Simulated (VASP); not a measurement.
# ZnS (P1) in VASP: single point with PBEsol

Aim: the single point of ZnS with PBEsol.

Program: VASP 6.6.1. These are calculated values, not measurements. Logs are shortened: lines on timing, memory, paths and dates and some standing lists are left out, and cuts for length are marked.

## (1) The cell of the first run

The typed cell holds 16 atoms: a = 7.611 Å, b = 7.611 Å, c = 6.244 Å, α = 90.00°, β = 90.00°, γ = 120.00°.

## (2) Single point, PBEsol

The input, INCAR:

```
SYSTEM = ZnS
PREC = Accurate
ENCUT = 520
EDIFF = 1E-6
ISMEAR = -1
SIGMA = 0.026
LREAL = Auto
LASPH = .True.
NELM = 80
ALGO = Normal
ISIF = 2
LWAVE = .False.
LCHARG = .False.
GGA = PS
NBANDS = 86
```

The input, KPOINTS:

```
Automatic mesh
0
Gamma
  3 3 2
  0 0 0
```

The input, POSCAR:

```
ZnS
1.0
    7.6109016412     -0.0000000001      0.0000000000
   -3.8054508205      6.5912341670      0.0000000000
    0.0000000000      0.0000000000      6.2439930788
Zn S
8 8
Direct
    0.1778163312      0.3399149451      0.0077474461
    0.3250468084      0.1520099233      0.5032640108
    0.1607211151      0.8277357262      0.0023838912
    0.3406106157      0.6656059986      0.5111541540
    0.6754256384      0.3324134668     -0.0005145746
    0.8298027077      0.1668314267      0.4975474766
    0.6646384799      0.8358628840     -0.0066566377
    0.8303574417      0.6756728539      0.5064118362
    0.1792707514      0.3459619158      0.3790619192
    0.3329587533      0.1705856554      0.8726009032
    0.1619715147      0.8328769485      0.3733365765
    0.3163014544      0.6466122872      0.8690333143
    0.6667046731      0.3355872275      0.3674060767
    0.8415660374      0.1714643982      0.8699263326
    0.6657682563      0.8235698903      0.3657457610
    0.8295744540      0.6669263887      0.8717115684
```

Potentials or basis: VASP PAW PBE potentials, release 64 (Zn, S).

Run with:

```bash
$ cat potpaw_PBE.64/Zn/POTCAR potpaw_PBE.64/S/POTCAR > POTCAR
$ mpirun -np 1 vasp_std > vasp.out
```

OUTCAR:

```text
SYSTEM = ZnS
   PREC = Accurate
   ENCUT = 520
   EDIFF = 1E-6
   ISMEAR = -1
   LREAL = Auto
   LASPH = .True.
   NELM = 80
   ISIF = 2
   GGA = PS

 ion  position               nearest neighbor table
   1  0.178  0.340  0.008-  12 2.20  10 2.30   9 2.32  14 2.38
   2  0.325  0.152  0.503-  11 2.25  10 2.31   9 2.38  13 2.41
   3  0.161  0.828  0.002-  11 2.32  16 2.33  12 2.37  10 2.40
   4  0.341  0.666  0.511-  12 2.24   9 2.26  15 2.33  11 2.44
   5  0.675  0.332  0.999-  13 2.30  14 2.30  16 2.35  10 2.39
   6  0.830  0.167  0.498-  14 2.33  13 2.33  15 2.41   9 2.42
[... 8 lines left out ...]
  15  0.666  0.824  0.366-   8 2.24   7 2.33   4 2.33   6 2.41
  16  0.830  0.667  0.872-   8 2.28   7 2.33   3 2.33   5 2.35

  LATTYP: Found a hexagonal cell.
 ALAT       =     7.6109016412
 C/A-ratio  =     0.8204012314

  Lattice vectors:

 A1 = (   7.6109016412,  -0.0000000001,   0.0000000000)
 A2 = (  -3.8054508205,   6.5912341670,   0.0000000000)
 A3 = (   0.0000000000,   0.0000000000,   6.2439930788)

Analysis of symmetry for initial positions (statically):
=====================================================================
 Subroutine PRICEL returns:
 Original cell was already a primitive cell.

 Routine SETGRP: Setting up the symmetry group for a
 hexagonal supercell.

 Subroutine GETGRP returns: Found  1 space group operations
 (whereof  1 operations were pure point group operations)
 out of a pool of 24 trial point group operations.

The static configuration has the point symmetry C_1 .

Analysis of symmetry for dynamics (positions and initial velocities):
=====================================================================
 Subroutine PRICEL returns:
 Original cell was already a primitive cell.

 Routine SETGRP: Setting up the symmetry group for a
 hexagonal supercell.

 Subroutine GETGRP returns: Found  1 space group operations
 (whereof  1 operations were pure point group operations)
 out of a pool of 24 trial point group operations.

The dynamic configuration has the point symmetry C_1 .

 Subroutine INISYM returns: Found  1 space group operations
 (whereof  1 operations are pure point group operations),
 and found     1 'primitive' translations

----------------------------------------------------------------------------------------

                                     Primitive cell

  volume of cell :     313.2314

  direct lattice vectors                    reciprocal lattice vectors
     7.610901641 -0.000000000  0.000000000     0.131390477  0.075858327  0.000000000
    -3.805450820  6.591234167  0.000000000     0.000000000  0.151716655  0.000000000
     0.000000000  0.000000000  6.243993079     0.000000000  0.000000000  0.160153925

  length of vectors
     7.610901641  7.610901641  6.243993079     0.151716655  0.151716655  0.160153925

  position of ions in fractional coordinates (direct lattice)
     0.177816331  0.339914945  0.007747446
     0.325046808  0.152009923  0.503264011
     0.160721115  0.827735726  0.002383891
     0.340610616  0.665605999  0.511154154
     0.675425638  0.332413467  0.999485425
     0.829802708  0.166831427  0.497547477
[... 8 lines left out ...]
     0.665768256  0.823569890  0.365745761
     0.829574454  0.666926389  0.871711568

  ion indices of the primitive-cell ions
   primitive index   ion index
                 1           1
                 2           2
                 3           3
                 4           4
                 5           5
                 6           6
[... 8 lines left out ...]
                15          15
                16          16

----------------------------------------------------------------------------------------

 KPOINTS: Automatic mesh

Automatic generation of k-mesh.
 Grid dimensions read from file:
 generate k-points for:    3    3    2

 Generating k-lattice:

  Cartesian coordinates                     Fractional coordinates (reciprocal lattice)
     0.043796826  0.025286109  0.000000000     0.333333333  0.000000000  0.000000000
     0.000000000  0.050572218  0.000000000    -0.000000000  0.333333333  0.000000000
     0.000000000  0.000000000  0.080076963     0.000000000  0.000000000  0.500000000

  Length of vectors
     0.050572218  0.050572218  0.080076963

  Shift w.r.t. Gamma in fractional coordinates (k-lattice)
     0.000000000  0.000000000  0.000000000

 Subroutine IBZKPT returns following result:
 ===========================================

 Found     10 irreducible k-points:

 Following reciprocal coordinates:
            Coordinates               Weight
  0.000000  0.000000  0.000000      1.000000
  0.333333  0.000000  0.000000      2.000000
  0.000000  0.333333  0.000000      2.000000
 -0.333333  0.333333  0.000000      2.000000
  0.333333  0.333333  0.000000      2.000000
  0.000000  0.000000  0.500000      1.000000
  0.333333  0.000000  0.500000      2.000000
  0.000000  0.333333  0.500000      2.000000
 -0.333333  0.333333  0.500000      2.000000
  0.333333  0.333333  0.500000      2.000000
   k-points           NKPTS =     10   k-points in BZ     NKDIM =     10   number of bands    NBANDS=     86
   number of dos      NEDOS =    301   number of ions     NIONS =     16
   total plane-waves  NPLWV = 172800
   dimension x,y,z NGX =    60 NGY =   60 NGZ =   48
   dimension x,y,z NGXF=   120 NGYF=  120 NGZF=   96
   ions per type =               8   8
   NGX,Y,Z   is equivalent  to a cutoff of  13.11, 13.11, 12.78 a.u.
   NGXF,Y,Z  is equivalent  to a cutoff of  26.21, 26.21, 25.56 a.u.
 SYSTEM =  ZnS
   PREC   = accura    normal or accurate (medium, high low for compatibility)
   ISTART =      0    job   : 0-new  1-cont  2-samecut
   ICHARG =      2    charge: 1-file 2-atom 10-const
   ISPIN  =      1    spin polarized calculation?
   LNONCOLLINEAR =      F non collinear calculations
   LSORBIT =      F    spin-orbit coupling
   LASPH  =      T    aspherical Exc in radial PAW
   ENCUT  =  520.0 eV  38.22 Ry    6.18 a.u.  14.15 14.15 11.61*2*pi/ulx,y,z
   NELM   =     80;   NELMIN=  2; NELMDL= -5     # of ELM steps
   EDIFF  = 0.1E-05   stopping-criterion for ELM
   LREAL  =      T    real-space projection
   EDIFFG = 0.1E-04   stopping-criterion for IOM
   NSW    =      0    number of steps for IOM
   IBRION =     -1    ionic relax: 0-MD 1-quasi-New 2-CG
   NFREE  =      0    steps in history (QN), initial steepest desc. (CG)
   ISIF   =      2    stress and relaxation
   ISYM   =      2    0-nonsym 1-usesym 2-fastsym
   POTIM  = 0.5000    time-step for ionic-motion
   TEBEG  =    0.0;   TEEND  =   0.0 temperature during run
   PSTRESS=    0.0 pullay stress
   NELECT =     144.0000    total number of electrons
   NUPDOWN=      -1.0000    fix difference up-down
   EMIN   =  10.00;   EMAX   =-10.00  energy-range for DOS
   EFERMI =   0.00;   METHOD = LEGACY
   ISMEAR =    -1;   SIGMA  =   0.03  broadening in eV -4-tet -1-fermi 0-gaus
   EFERMI_NEDOS =   21; number of points for ismear=-14 and -15
   IALGO  =     38    algorithm
   IMIX   =      4    mixing-type and parameters
     AMIX     =   0.40;   BMIX     =  1.00
     AMIX_MAG =   1.60;   BMIX_MAG =  1.00
  volume/ion in A,a.u.               =      19.58       132.11
  Fermi-wavevector in a.u.,A,eV,Ry     =   1.263496  2.387661 21.720645  1.596422
  Thomas-Fermi vector in A             =   2.396850
   LORBIT       =      0    0 simple, 1 ext, 2 COOP (PROOUT), +10 PAW based schemes
   GGA     = PS    functional components
   LHFCALC =     F    Hartree Fock is set to
   AEXX    =    0.0000 exact exchange contribution
   IVDW    =     0    specifies the selected vdW correction
   LEPSILON=     F    determine dielectric tensor
   LRPA    =     F    only Hartree local field effects (RPA)
 non-spin polarized calculation
  energy-cutoff  :      520.00
  volume of cell :      313.23
 maximum number of plane-waves:      8484
 NGX is ok and might be reduce to    60
   NGX = 29   NGY = 29   NGZ = 23

 number of electron     143.9999996 magnetization

 Free energy of the ion-electron system (eV)
  ---------------------------------------------------
  ext. energy  EPLUGINS =         0.00000000
  ---------------------------------------------------
  free energy    TOTEN  =       -60.28286623 eV

  energy without entropy =      -60.28286623  energy(sigma->0) =      -60.28286623

 E-fermi :   2.6965     XC(G=0):  -9.8795

 val. band max:        2.1448259745   @ k =   0.0000   0.0000   0.0000
 cond. band min:       4.1631493766   @ k =   0.0000   0.0000   0.0000
 fundamental gap:      2.0183234021
 Fermi energy:         2.6965395949

 k-point     1 :       0.0000    0.0000    0.0000
  band No.  band energies     occupation
      1     -11.1630      2.00000
      2     -10.3064      2.00000
      3     -10.2017      2.00000
      4     -10.1936      2.00000
      5     -10.1610      2.00000
      6      -9.8563      2.00000
[... 76 lines left out ...]
     83       7.1122      0.00000
     84       8.3210      0.00000

 k-point     2 :       0.3333    0.0000    0.0000
  band No.  band energies     occupation
      1     -10.9832      2.00000
      2     -10.5599      2.00000
      3     -10.2422      2.00000
      4     -10.1652      2.00000
      5     -10.0989      2.00000
      6      -9.9098      2.00000
[... 76 lines left out ...]
     83       7.4603      0.00000
     84       7.7533      0.00000

 k-point     3 :       0.0000    0.3333    0.0000
  band No.  band energies     occupation
      1     -10.9882      2.00000
      2     -10.5084      2.00000
      3     -10.2781      2.00000
      4     -10.2143      2.00000
      5     -10.0954      2.00000
      6      -9.8734      2.00000
[... 76 lines left out ...]
     83       7.5731      0.00000
     84       7.8481      0.00000

 k-point     4 :      -0.3333    0.3333    0.0000
  band No.  band energies     occupation
      1     -10.9840      2.00000
      2     -10.5386      2.00000
      3     -10.2538      2.00000
      4     -10.1982      2.00000
      5     -10.0852      2.00000
      6      -9.9174      2.00000
[... 76 lines left out ...]
     83       7.5653      0.00000
     84       7.8313      0.00000

 k-point     5 :       0.3333    0.3333    0.0000
  band No.  band energies     occupation
      1     -10.7606      2.00000
      2     -10.6673      2.00000
      3     -10.5266      2.00000
      4     -10.0683      2.00000
      5     -10.0053      2.00000
      6      -9.9244      2.00000
[... 76 lines left out ...]
     83       7.6726      0.00000
     84       7.7535      0.00000

 k-point     6 :       0.0000    0.0000    0.5000
  band No.  band energies     occupation
      1     -10.7764      2.00000
      2     -10.6705      2.00000
      3     -10.1846      2.00000
      4     -10.0809      2.00000
      5     -10.0576      2.00000
      6      -9.9460      2.00000
[... 76 lines left out ...]
     83       7.2594      0.00000
     84       7.2659      0.00000

 k-point     7 :       0.3333    0.0000    0.5000
  band No.  band energies     occupation
      1     -10.6354      2.00000
      2     -10.5262      2.00000
      3     -10.3147      2.00000
      4     -10.2131      2.00000
      5     -10.0625      2.00000
      6      -9.9811      2.00000
[... 76 lines left out ...]
     83       7.6750      0.00000
     84       7.7364      0.00000

 k-point     8 :       0.0000    0.3333    0.5000
  band No.  band energies     occupation
      1     -10.6416      2.00000
      2     -10.5367      2.00000
      3     -10.2541      2.00000
      4     -10.1539      2.00000
      5     -10.1336      2.00000
      6     -10.0557      2.00000
[... 76 lines left out ...]
     83       7.7283      0.00000
     84       7.7889      0.00000

 k-point     9 :      -0.3333    0.3333    0.5000
  band No.  band energies     occupation
      1     -10.6375      2.00000
      2     -10.5285      2.00000
      3     -10.2924      2.00000
      4     -10.1978      2.00000
      5     -10.0993      2.00000
      6      -9.9741      2.00000
[... 76 lines left out ...]
     83       7.6869      0.00000
     84       7.7803      0.00000

 k-point    10 :       0.3333    0.3333    0.5000
  band No.  band energies     occupation
      1     -10.5040      2.00000
      2     -10.3896      2.00000
      3     -10.3533      2.00000
      4     -10.2603      2.00000
      5     -10.2269      2.00000
      6     -10.1205      2.00000
[... 76 lines left out ...]
     83       7.7964      0.00000
     84       7.8992      0.00000
 [bands above 84 left out]

------------------------ aborting loop because EDIFF is reached ----------------------------------------

  FORCE on cell =-STRESS in cart. coord.  units (eV):
  Direction    XX          YY          ZZ          XY          YZ          ZX
  --------------------------------------------------------------------------------------
  -------------------------------------------------------------------------------------
  Total       -3.4339567     -1.3900662      0.0436897     -1.0780055     -0.2177582     -0.0990853
  in kB      -17.5646755     -7.1101832      0.2234726     -5.5139940     -1.1138321     -0.5068210
  external PRESSURE =      -8.1504620 kB  Pullay stress =       0.0000000 kB

 VOLUME and BASIS-vectors are now :
 -----------------------------------------------------------------------------
  energy-cutoff  :      520.00
  volume of cell :      313.23
      direct lattice vectors                 reciprocal lattice vectors
     7.610901641 -0.000000000  0.000000000     0.131390477  0.075858327  0.000000000
    -3.805450820  6.591234167  0.000000000     0.000000000  0.151716655  0.000000000
     0.000000000  0.000000000  6.243993079     0.000000000  0.000000000  0.160153925

 POSITION                                       TOTAL-FORCE (eV/Angst)
 -----------------------------------------------------------------------------------
      0.05981      2.24046      0.04837        -0.117188     -0.787231      0.297860
      1.89543      1.00193      3.14238         0.060046      0.683754     -0.147559
     -1.92667      5.45580      0.01489         0.066618      0.281920     -0.191063
      0.05942      4.38716      3.19164        -0.311257      0.330035     -0.567697
      3.87561      2.19101      6.24078        -0.358198     -0.036277     -0.150658
      5.68068      1.09962      3.10668         0.214242      0.065566     -0.274882
[... 8 lines left out ...]
      1.93304      5.42834      2.28371        -0.578271      0.827441      0.112573
      3.77585      4.39587      5.44296         0.035675     -0.032243      0.177555
 -----------------------------------------------------------------------------------
    total drift:                                0.002592     -0.004517     -0.002724

  FREE ENERGIE OF THE ION-ELECTRON SYSTEM (eV)
  ---------------------------------------------------
  free  energy   TOTEN  =       -60.2828662308 eV

  energy  without entropy=      -60.2828662308  energy(sigma->0) =      -60.28286623
```

Run time: 5.9 min. Hardware: 1 thread of Intel Xeon Platinum 8488C (Sapphire Rapids), shared host; peak memory 0.48 GiB.

Results:

```
Free energy            : -60.2829 eV
Pressure               : -0.8 GPa
Largest force          : 1.650 eV/Å
Band gap on the k mesh : 2.02 eV
```

Forces on the atoms (eV/Å):
```
Zn  -0.117 -0.787  0.298
Zn   0.060  0.684 -0.148
Zn   0.067  0.282 -0.191
Zn  -0.311  0.330 -0.568
Zn  -0.358 -0.036 -0.151
Zn   0.214  0.066 -0.275
Zn  -0.187 -0.104 -0.116
Zn   0.510 -0.528 -0.207
S   -0.289 -0.907 -0.185
S    0.489 -0.471  0.208
S    0.374 -0.439  0.061
S    0.180  1.581  0.438
S   -0.020 -0.109  0.433
S   -0.070 -0.354  0.114
S   -0.578  0.827  0.113
S    0.036 -0.032  0.178
```

Levels at points of the mesh, in eV from the valence-band top:
| k point | band 69 | band 70 | band 71 | band 72 | band 73 | band 74 | band 75 | band 76 |
| --- | --- | --- | --- | --- | --- | --- | --- | --- |
| (0.00, 0.00, 0.00) | -0.82 | -0.15 | -0.04 | 0.00 | 2.02 | 2.99 | 3.41 | 3.52 |
| (0.00, 0.00, 0.50) | -0.59 | -0.51 | -0.49 | -0.43 | 3.23 | 3.24 | 3.27 | 3.31 |

Caveat: the k points lie up to 0.50 Å⁻¹ apart; the atoms stand as in a frame of molecular dynamics; the PAW data sets were made with another functional, which shifts forces and pressure a little.
